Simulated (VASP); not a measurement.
Set up this calculation in VASP 6.6.1, as the native input.

| Item | Value |
| --- | --- |
| Task | single point |
| Functional | LDA |
| Potentials or basis | VASP PAW LDA potentials, release 64 (Pb_d) |
| Cutoff | 400 eV |
| k mesh | 15 × 15 × 15 |
| Occupations | fermi-dirac, width 0.05 eV |
| Spin | no spin polarisation |
| Dipole correction | no |
| k mesh for the DOS | 23 × 23 × 23 |
| Occupations for the DOS | tetrahedron |
| Further INCAR settings | ALGO = Normal; EDIFF = 1e-06 |

Pb:

```
Pb
1.0
     0.00000    1.84151    1.84151
     1.84151    0.00000    1.84151
     1.84151    1.84151    0.00000
Pb
1
Direct
  0.00000 0.00000 0.00000
```

One way to write it, as run:

POSCAR

```
Pb
1.0
    0.0000000000      1.8415115593      1.8415115593
    1.8415115593      0.0000000000      1.8415115593
    1.8415115593      1.8415115593      0.0000000000
Pb
1
Direct
    0.0000000000      0.0000000000      0.0000000000
```

INCAR.step1

```
SYSTEM = Pb
  PREC = Accurate
  ENCUT = 400
  EDIFF = 1E-6
  ISMEAR = -1
  SIGMA = 0.05
  LREAL = .FALSE.
  LASPH = .TRUE.
  NELM = 120
  ALGO = Normal
  ISIF = 2
  LWAVE = .FALSE.
  LCHARG = .TRUE.
  NBANDS = 13
  GGA_COMPAT = .FALSE.
  NEDOS = 2001
  LORBIT = 11
```

KPOINTS.step1

```
Automatic mesh
0
G
  15 15 15
  0 0 0
```

INCAR.step2

```
SYSTEM = Pb
  PREC = Accurate
  ENCUT = 400
  EDIFF = 1E-6
  ISMEAR = -5
  SIGMA = 0.05
  LREAL = .FALSE.
  LASPH = .TRUE.
  NELM = 120
  ALGO = Normal
  ISIF = 2
  LWAVE = .FALSE.
  LCHARG = .FALSE.
  LORBIT = 11
  NEDOS = 1001
  ICHARG = 11
  GGA_COMPAT = .FALSE.
```

KPOINTS.step2

```
Automatic mesh
0
G
  23 23 23
  0 0 0
```

Potentials or basis: VASP PAW LDA potentials, release 64 (Pb_d).

The run is started by

```console
$ cat potpaw_LDA.64/Pb_d/POTCAR > POTCAR
$ cp INCAR.step1 INCAR
$ cp KPOINTS.step1 KPOINTS
$ mpirun -np 1 vasp_std > vasp.out
$ cp INCAR.step2 INCAR
$ cp KPOINTS.step2 KPOINTS
$ mpirun -np 1 vasp_std > vasp.out
```

It gave:

```json
{
 "Valence electrons inside the program's atomic spheres": "Pb 13.35"
}
```

Wall time 15 s on 1 thread of Intel(R) Xeon(R) 6975P-C (Granite Rapids) (shared host), peak memory 0.14 GiB.
